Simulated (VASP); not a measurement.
# In (I4/mmm) in VASP: further runs

Aim: see how the results for In move with the level of theory and the settings. Levels: rpbe exchange, lyp correlation, BLYP+D4. Tasks: single point, relaxation of cell and atoms.

Everything below comes from runs of VASP 6.6.1. Logs are shortened: lines on timing, memory, paths and dates and some standing lists are left out, and cuts for length are marked.

## Step 1: The cell of the first run

It takes space group I4/mmm (No. 139, tetragonal). The conventional cell has a = 3.272 Å, b = 3.272 Å, c = 4.980 Å, α = 90.00°, β = 90.00°, γ = 90.00°. In (site symmetry 4/mmm) has 12 In at 3.27 to 3.40 Å within 4.3 Å.

## Step 2: Single point, rpbe exchange, lyp correlation, collinear spin (26.67 Å³/atom)

INCAR

```
SYSTEM = In
PREC     = Accurate       ! precision mode
ENCUT    = 500            ! plane-wave cutoff, eV
EDIFF    = 1E-6           ! SCF threshold, eV
ISMEAR   = 1              ! smearing method
SIGMA    = 0.05           ! smearing width, eV
LREAL    = .False.        ! projectors in reciprocal space
LASPH    = .True.         ! aspherical terms in the spheres
NELM     = 200            ! most SCF steps
ALGO     = Normal         ! electronic algorithm
ISIF     = 2              ! what is computed and relaxed
LWAVE    = .False.        ! write WAVECAR
LCHARG   = .False.        ! write CHGCAR
ISPIN    = 2              ! spin polarisation
MAGMOM   = -0.36          ! initial moments
LORBIT   = 11             ! projections on sites
GGA      = LIBXC          ! functional
LIBXC1   = GGA_X_RPBE   
LIBXC2   = GGA_C_LYP    
NBANDS   = 16             ! bands
GGA_COMPAT= .False.
```

KPOINTS

```
Automatic mesh
0
Gamma
  11 11 11
  0 0 0
```

POSCAR

```
In
1.0
   -1.6362350157      1.6362350157      2.4900825966
    1.6362350157     -1.6362350157      2.4900825966
    1.6362350157      1.6362350157     -2.4900825966
In
1
Direct
    0.0000000000      0.0000000000      0.0000000000
```

Potentials or basis: VASP PAW PBE potentials, release 64 (In_d).

Command:

```console
> cat potpaw_PBE.64/In_d/POTCAR > POTCAR
> mpirun -np 1 vasp_std > vasp.out
```

OUTCAR:

```text
SYSTEM = In
   PREC = Accurate
   ENCUT = 500
   EDIFF = 1E-6
   ISMEAR = 1
   LREAL = .False.
   LASPH = .True.
   NELM = 200
   ISIF = 2
   ISPIN = 2
   LORBIT = 11
   GGA = LIBXC

 ion  position               nearest neighbor table
   1  0.000  0.000  0.000-

  LATTYP: Found a body centered tetragonal cell.
 ALAT       =     3.2724700314
 C/A-ratio  =     1.5218367610

  Lattice vectors:

 A1 = (  -1.6362350157,   1.6362350157,   2.4900825966)
 A2 = (   1.6362350157,  -1.6362350157,   2.4900825966)
 A3 = (   1.6362350157,   1.6362350157,  -2.4900825966)

Analysis of symmetry for initial positions (statically):
=====================================================================
 Subroutine PRICEL returns:
 Original cell was already a primitive cell.

 Routine SETGRP: Setting up the symmetry group for a
 body centered tetragonal supercell.

 Subroutine GETGRP returns: Found 16 space group operations
 (whereof 16 operations were pure point group operations)
 out of a pool of 16 trial point group operations.

The static configuration has the point symmetry D_4h.

Analysis of symmetry for dynamics (positions and initial velocities):
=====================================================================
 Subroutine PRICEL returns:
 Original cell was already a primitive cell.

 Routine SETGRP: Setting up the symmetry group for a
 body centered tetragonal supercell.

 Subroutine GETGRP returns: Found 16 space group operations
 (whereof 16 operations were pure point group operations)
 out of a pool of 16 trial point group operations.

The dynamic configuration has the point symmetry D_4h.

Analysis of structural, dynamic, and magnetic symmetry:
=====================================================================
 Subroutine PRICEL returns:
 Original cell was already a primitive cell.

 Routine SETGRP: Setting up the symmetry group for a
 body centered tetragonal supercell.

 Subroutine GETGRP returns: Found 16 space group operations
 (whereof 16 operations were pure point group operations)
 out of a pool of 16 trial point group operations.

The overall configuration has the point symmetry D_4h.

 Subroutine INISYM returns: Found 16 space group operations
 (whereof 16 operations are pure point group operations),
 and found     1 'primitive' translations

----------------------------------------------------------------------------------------

                                     Primitive cell

  volume of cell :      26.6664

  direct lattice vectors                    reciprocal lattice vectors
    -1.636235016  1.636235016  2.490082597     0.000000000  0.305579575  0.200796552
     1.636235016 -1.636235016  2.490082597     0.305579575  0.000000000  0.200796552
     1.636235016  1.636235016 -2.490082597     0.305579575  0.305579575  0.000000000

  length of vectors
     3.399270715  3.399270715  3.399270715     0.365647551  0.365647551  0.432154779

  position of ions in fractional coordinates (direct lattice)
     0.000000000  0.000000000  0.000000000

  ion indices of the primitive-cell ions
   primitive index   ion index
                 1           1

----------------------------------------------------------------------------------------

 KPOINTS: Automatic mesh

Automatic generation of k-mesh.
 Grid dimensions read from file:
 generate k-points for:   11   11   11

 Generating k-lattice:

  Cartesian coordinates                     Fractional coordinates (reciprocal lattice)
     0.000000000  0.027779961  0.018254232     0.090909091  0.000000000 -0.000000000
     0.027779961  0.000000000  0.018254232     0.000000000  0.090909091 -0.000000000
     0.027779961  0.027779961  0.000000000     0.000000000  0.000000000  0.090909091

  Length of vectors
     0.033240686  0.033240686  0.039286798

  Shift w.r.t. Gamma in fractional coordinates (k-lattice)
     0.000000000  0.000000000  0.000000000

 Subroutine IBZKPT returns following result:
 ===========================================

 Found    126 irreducible k-points:

 Following reciprocal coordinates:
            Coordinates               Weight
  0.000000  0.000000  0.000000      1.000000
  0.090909  0.000000  0.000000      8.000000
  0.181818  0.000000  0.000000      8.000000
  0.272727  0.000000  0.000000      8.000000
  0.363636  0.000000 -0.000000      8.000000
  0.454545  0.000000  0.000000      8.000000
[... 16 lines left out ...]
 -0.272727  0.181818 -0.000000     16.000000
 -0.181818  0.181818  0.000000      4.000000
 [... further k-points ...]
   k-points           NKPTS =    126   k-points in BZ     NKDIM =    126   number of bands    NBANDS=     16
   number of dos      NEDOS =    301   number of ions     NIONS =      1
   total plane-waves  NPLWV =  21952
   dimension x,y,z NGX =    28 NGY =   28 NGZ =   28
   dimension x,y,z NGXF=    56 NGYF=   56 NGZF=   56
   ions per type =               1
   NGX,Y,Z   is equivalent  to a cutoff of  13.69, 13.69, 13.69 a.u.
[... 20 lines left out ...]
   TEBEG  =    0.0;   TEEND  =   0.0 temperature during run
   PSTRESS=    0.0 pullay stress
   NELECT =      13.0000    total number of electrons
   NUPDOWN=      -1.0000    fix difference up-down
   EMIN   =  10.00;   EMAX   =-10.00  energy-range for DOS
   EFERMI =   0.00;   METHOD = LEGACY
   ISMEAR =     1;   SIGMA  =   0.05  broadening in eV -4-tet -1-fermi 0-gaus
   EFERMI_NEDOS =   21; number of points for ismear=-14 and -15
   IALGO  =     38    algorithm
   IMIX   =      4    mixing-type and parameters
     AMIX     =   0.40;   BMIX     =  1.00
     AMIX_MAG =   1.60;   BMIX_MAG =  1.00
  volume/ion in A,a.u.               =      26.67       179.95
  Fermi-wavevector in a.u.,A,eV,Ry     =   1.288450  2.434817 22.587079  1.660103
  Thomas-Fermi vector in A             =   2.420403
   LORBIT       =     11    0 simple, 1 ext, 2 COOP (PROOUT), +10 PAW based schemes
   GGA     = LIBXC    functional components
   LHFCALC =     F    Hartree Fock is set to
   AEXX    =    0.0000 exact exchange contribution
   IVDW    =     0    specifies the selected vdW correction
   LEPSILON=     F    determine dielectric tensor
   LRPA    =     F    only Hartree local field effects (RPA)
 spin polarized calculation
 Methfessel and Paxton  Order N= 1 SIGMA  =   0.05
  energy-cutoff  :      500.00
  volume of cell :       26.67
 maximum number of plane-waves:       689
 NGX is ok and might be reduce to    28
   NGX = 13   NGY = 13   NGZ = 13

 number of electron      13.0000003 magnetization      -0.0000916

 number of electron      13.0000003 magnetization       0.0000412

 Free energy of the ion-electron system (eV)
  ---------------------------------------------------
  ext. energy  EPLUGINS =         0.00000000
  ---------------------------------------------------
  free energy    TOTEN  =        -1.47617307 eV

  energy without entropy =       -1.47604414  energy(sigma->0) =       -1.47613009

 E-fermi :   8.0195     XC(G=0):  -9.4422

 val. band max:        7.9846265228   @ k =  -0.4545  -0.4545   0.1818
 cond. band min:       8.0274674310   @ k =  -0.3636  -0.4545   0.2727
 fundamental gap:      0.0428409082
 Fermi energy:         8.0195267229

 spin component 1

 k-point     1 :       0.0000    0.0000    0.0000
  band No.  band energies     occupation
      1      -6.8578      1.00000
      2      -6.7562      1.00000
      3      -6.7562      1.00000
      4      -6.6812      1.00000
      5      -6.5835      1.00000
      6      -1.4628      1.00000
[... 8 lines left out ...]
     15      24.2284      0.00000
     16      26.5390      0.00000
[... 419 lines left out ...]
 k-point    24 :      -0.1818    0.1818    0.0000
  band No.  band energies     occupation
      1      -6.8210      1.00000
      2      -6.7320      1.00000
      3      -6.6861      1.00000
      4      -6.6809      1.00000
      5      -6.6038      1.00000
      6      -0.4617      1.00000
[... 8 lines left out ...]
     15      26.4058      0.00000
     16      26.7753      0.00000

 [... further k-points ...]

 spin component 2

 k-point     1 :       0.0000    0.0000    0.0000
  band No.  band energies     occupation
      1      -6.8579      1.00000
      2      -6.7563      1.00000
      3      -6.7563      1.00000
      4      -6.6812      1.00000
      5      -6.5836      1.00000
      6      -1.4628      1.00000
[... 8 lines left out ...]
     15      24.2283      0.00000
     16      26.5387      0.00000
[... 419 lines left out ...]
 k-point    24 :      -0.1818    0.1818    0.0000
  band No.  band energies     occupation
      1      -6.8211      1.00000
      2      -6.7321      1.00000
      3      -6.6862      1.00000
      4      -6.6810      1.00000
      5      -6.6039      1.00000
      6      -0.4617      1.00000
[... 8 lines left out ...]
     15      26.4058      0.00000
     16      26.7753      0.00000

 [... further k-points ...]

------------------------ aborting loop because EDIFF is reached ----------------------------------------

  FORCE on cell =-STRESS in cart. coord.  units (eV):
  Direction    XX          YY          ZZ          XY          YZ          ZX
  --------------------------------------------------------------------------------------
  -------------------------------------------------------------------------------------
  Total        1.1402759      1.1402759      1.1554165      0.0000000      0.0000000      0.0000000
  in kB       68.5102317     68.5102317     69.4199106      0.0000000      0.0000000      0.0000000
  external PRESSURE =      68.8134580 kB  Pullay stress =       0.0000000 kB

 VOLUME and BASIS-vectors are now :
 -----------------------------------------------------------------------------
  energy-cutoff  :      500.00
  volume of cell :       26.67
      direct lattice vectors                 reciprocal lattice vectors
    -1.636235016  1.636235016  2.490082597     0.000000000  0.305579575  0.200796552
     1.636235016 -1.636235016  2.490082597     0.305579575  0.000000000  0.200796552
     1.636235016  1.636235016 -2.490082597     0.305579575  0.305579575  0.000000000

 POSITION                                       TOTAL-FORCE (eV/Angst)
 -----------------------------------------------------------------------------------
      0.00000      0.00000      0.00000         0.000000      0.000000      0.000000
 -----------------------------------------------------------------------------------
    total drift:                               -0.000000     -0.000000     -0.000000

  FREE ENERGIE OF THE ION-ELECTRON SYSTEM (eV)
  ---------------------------------------------------
  free  energy   TOTEN  =        -1.4761730652 eV

  energy  without entropy=       -1.4760441427  energy(sigma->0) =       -1.47613009

 total charge

# of ion       s       p       d       tot
------------------------------------------
    1        1.030   0.490   9.851  11.371

 magnetization (x)

# of ion       s       p       d       tot
------------------------------------------
    1        0.000   0.000   0.000   0.000
```

Wall time 89 s (1 thread of Intel Xeon Platinum 8488C (Sapphire Rapids), shared host); peak memory 0.22 GiB.

Results:

- Free energy: -1.4762 eV
- Pressure: 6.9 GPa
- Net moment: 0.00 μB per cell
- Valence electrons inside the program's atomic spheres: In 11.37

Caveat: the cell stands under pressure; the PAW data sets were made with another functional, which shifts forces and pressure a little; spin-orbit coupling is left out, which moves the levels of the heavy elements.

## Step 3: Single point, rpbe exchange, lyp correlation, collinear spin (27.19 Å³/atom)

This run uses another cell than the first one, of 27.19 Å³/atom.

INCAR

```
PREC     = Accurate       # precision mode
ENCUT    = 500            # plane-wave cutoff, eV
EDIFF    = 1E-6           # SCF threshold, eV
ISMEAR   = 1              # smearing method
SIGMA    = 0.05           # smearing width, eV
LREAL    = False          # projectors in reciprocal space
LASPH    = True           # aspherical terms in the spheres
NELM     = 200            # most SCF steps
ALGO     = Normal         # electronic algorithm
ISIF     = 2              # what is computed and relaxed
LWAVE    = False          # write WAVECAR
LCHARG   = True           # write CHGCAR
ISPIN    = 2              # spin polarisation
MAGMOM   = -0.36          # initial moments
LORBIT   = 11             # projections on sites
GGA      = LIBXC          # functional
LIBXC1   = GGA_X_RPBE   
LIBXC2   = GGA_C_LYP    
LELF     = True           # ELF
LVHAR    = True         
NBANDS   = 16             # bands
GGA_COMPAT= False
```

KPOINTS

```
Automatic mesh
0
Gamma
  11 11 11
```

POSCAR

```
In
1.0
   -1.6468602161      1.6468602161      2.5062524172
    1.6468602161     -1.6468602161      2.5062524172
    1.6468602161      1.6468602161     -2.5062524172
In
1
Direct
    0.0000000000      0.0000000000      0.0000000000
```

Potentials or basis: VASP PAW PBE potentials, release 64 (In_d).

Command:

```console
> cat potpaw_PBE.64/In_d/POTCAR > POTCAR
> mpirun -np 1 vasp_std > vasp.out
```

It took 92 s on 1 thread of Intel Xeon Platinum 8488C (Sapphire Rapids), shared host; peak memory 0.22 GiB.

Results (log left out):

| Item | Value |
| --- | --- |
| Free energy | -1.4974 eV |
| Pressure | 6.0 GPa |
| Net moment | 0.00 μB per cell |
| Valence electrons inside the program's atomic spheres | In 11.36 |

Stress tensor (GPa, compression positive):
```
5.79 0.00 0.00
0.00 5.79 0.00
0.00 0.00 6.37
```

Levels at points of the mesh, in eV from the Fermi level:
Spin up:
```
           k point  band 3  band 4  band 5  band 6  band 7  band 8  band 9  band 10
(0.00, 0.00, 0.00)  -14.75  -14.68  -14.59   -9.35    9.97    9.97   10.12    11.66
```
Spin down:
| k point | band 4 | band 5 | band 6 | band 7 | band 8 | band 9 |
| --- | --- | --- | --- | --- | --- | --- |
| (0.00, 0.00, 0.00) | -14.68 | -14.59 | -9.35 | 9.97 | 9.97 | 10.12 |

Caveat: the cell stands under pressure; the PAW data sets were made with another functional, which shifts forces and pressure a little; spin-orbit coupling is left out, which moves the levels of the heavy elements.

## Step 4: Single point, rpbe exchange, lyp correlation, collinear spin (27.71 Å³/atom)

This run uses another cell than the first one, of 27.71 Å³/atom.

INCAR

```
  PREC = Accurate
  ENCUT = 500
  EDIFF = 1E-6
  ISMEAR = 1
  SIGMA = 0.05
  LREAL = False
  LASPH = True
  NELM = 200
  ALGO = Normal
  ISIF = 2
  LWAVE = False
  LCHARG = True
  ISPIN = 2
  MAGMOM = -0.36
  LORBIT = 11
  GGA = LIBXC
  LIBXC1 = GGA_X_RPBE
  LIBXC2 = GGA_C_LYP
  LELF = True
  LVHAR = True
  NBANDS = 16
  GGA_COMPAT = False
```

KPOINTS is that of step 3.

POSCAR

```
In
1.0
   -1.6573500545      1.6573500545      2.5222162388
    1.6573500545     -1.6573500545      2.5222162388
    1.6573500545      1.6573500545     -2.5222162388
In
1
Direct
    0.0000000000      0.0000000000      0.0000000000
```

Command:

```console
> cat potpaw_PBE.64/In_d/POTCAR > POTCAR
> mpirun -np 1 vasp_std > vasp.out
```

Wall time 92 s (1 thread of Intel Xeon Platinum 8488C (Sapphire Rapids), shared host); peak memory 0.22 GiB.

The run converged. Its results:

| Quantity | Value |
| --- | --- |
| Free energy | -1.5158 eV |
| Pressure | 5.2 GPa |
| Net moment | 0.00 μB per cell |
| Valence electrons inside the program's atomic spheres | In 11.35 |

Stress tensor (GPa, compression positive):
```
4.84 0.00 0.00
0.00 4.84 0.00
0.00 0.00 5.83
```

Levels at points of the mesh, in eV from the Fermi level:
Spin up:
| k point | band 4 | band 5 | band 6 | band 7 | band 8 | band 9 |
| --- | --- | --- | --- | --- | --- | --- |
| (0.00, 0.00, 0.00) | -14.66 | -14.58 | -9.22 | 9.80 | 9.80 | 9.94 |
Spin down:
```
           k point  band 4  band 5  band 6  band 7  band 8  band 9
(0.00, 0.00, 0.00)  -14.66  -14.58   -9.22    9.80    9.80    9.94
```

Caveat: the cell stands under pressure; the PAW data sets were made with another functional, which shifts forces and pressure a little; spin-orbit coupling is left out, which moves the levels of the heavy elements.

## Step 5: Relaxation of cell and atoms, BLYP+D4 (25.10 Å³/atom)

This run uses another cell than the first one, of 25.10 Å³/atom.

INCAR

```
SYSTEM = In
AGGAC = 1.0
AGGAX = 1.0
ALDAC = 0.0
ALDAX = 1.0
ALGO = Normal
EDIFF = 1E-7
EDIFFG = -0.01
ENCUT = 600
GGA = B5
IBRION = 2
ISIF = 3
ISMEAR = 1
IVDW = 13
LASPH = .TRUE.
LCHARG = .FALSE.
LREAL = .FALSE.
LWAVE = .FALSE.
NELM = 100
NSW = 80
PREC = Accurate
SIGMA = 0.01
VDW_A1 = 0.44488865
VDW_A2 = 4.0933009
VDW_S6 = 1.0
VDW_S8 = 2.34076671
```

KPOINTS

```
k-points
0
G
  11 11 11
  0 0 0
```

POSCAR

```
In
1.0
   -1.6035014962      1.6035014962      2.4402675233
    1.6035014962     -1.6035014962      2.4402675233
    1.6035014962      1.6035014962     -2.4402675233
In
1
Direct
    0.0000000000      0.0000000000      0.0000000000
```

Command:

```console
> cat potpaw_PBE.64/In_d/POTCAR > POTCAR
> mpirun -np 1 vasp_std > vasp.out
```

Run time: 4.5 min. Hardware: 1 thread of AMD EPYC 9R45 (Zen 5), shared host; peak memory 0.16 GiB.

Results (log left out):

* Free energy: -2.4527 eV
* Relaxed volume: 27.74 Å³/atom
* Relaxed cell: a = 3.475 Å, b = 3.475 Å, c = 3.475 Å, α = 123.89°, β = 123.89°, γ = 83.39°
* Space group after relaxing (to 0.1 Å): I4/mmm (No. 139)
* Energy gained by relaxing: 33.5 meV/atom
* Ionic steps: 13
* Pressure after relaxing: 0.0 GPa
* Band gap on the k mesh: zero (an odd number of electrons rules out a gap without spin polarisation)
* Dispersion energy per atom: -0.622 eV

Step by step:
```tsv
step	energy change (eV)	largest force (eV/Å)	pressure (GPa)	volume (Å³)
1	0.0000	0.0000	4.14	25.10
2	-0.0303	0.0000	0.22	27.53
3	-0.0304	0.0000	0.06	27.69
4	-0.0322	0.0000	-0.05	27.81
5	-0.0328	0.0000	-0.13	27.88
6	-0.0331	0.0000	-0.29	28.01
7	-0.0321	0.0000	-0.55	28.27
8	-0.0331	0.0000	-0.39	28.09
9	-0.0332	0.0000	-0.31	28.05
10	-0.0332	0.0000	-0.35	28.06
11	-0.0335	0.0000	0.04	27.73
12	-0.0335	0.0000	0.04	27.73
13	-0.0335	0.0000	0.04	27.74
```

Final structure:
```yaml
crystal:
  lattice:
    - [-1.63464, 1.63464, 2.59515]
    - [1.63464, -1.63464, 2.59515]
    - [1.63464, 1.63464, -2.59515]
  atoms:
    - { symbol: In, position: [0.00000, 0.00000, 0.00000] }
```

Levels at points of the mesh, in eV from the Fermi level:
| k point | band 4 | band 5 | band 6 | band 7 | band 8 | band 9 |
| --- | --- | --- | --- | --- | --- | --- |
| (0.00, 0.00, 0.00) | -14.57 | -14.43 | -9.15 | 9.81 | 9.81 | 9.90 |

Caveat: the PAW data sets were made with another functional, which shifts forces and pressure a little; spin-orbit coupling is left out, which moves the levels of the heavy elements. Zero-point motion and thermal expansion aren't in these numbers.

## Step 6: Summary

```csv
task,level,spin,cell,cutoff (eV),smearing,gap on the mesh (eV),pressure (GPa),moment (μB)
single point,"rpbe exchange, lyp correlation",collinear,"a = 3.399 Å, angles 122.5, 122.5, 85.8°, 1 atom",500,methfessel-paxton 0.05 eV,none,6.9,0.00
single point,"rpbe exchange, lyp correlation",collinear,"a = 3.421 Å, angles 122.5, 122.5, 85.8°, 1 atom",500,methfessel-paxton 0.05 eV,none,6.0,0.00
single point,"rpbe exchange, lyp correlation",collinear,"a = 3.443 Å, angles 122.5, 122.5, 85.8°, 1 atom",500,methfessel-paxton 0.05 eV,none,5.2,0.00
relaxation of cell and atoms,BLYP+D4,off,"relaxed from a = 3.331 Å, angles 122.5, 122.5, 85.8°, 1 atom",600,methfessel-paxton 0.01 eV,none,0.0,-
```

Alike in all rows: potentials or basis VASP PAW PBE potentials, release 64 (In_d); k mesh 11 × 11 × 11.

Caveats: the PAW data sets were made with another functional, which shifts forces and pressure a little; spin-orbit coupling is left out, which moves the levels of the heavy elements; the cell stands under pressure (at least some runs).

Absolute energies hang on the potentials; compare differences alone.
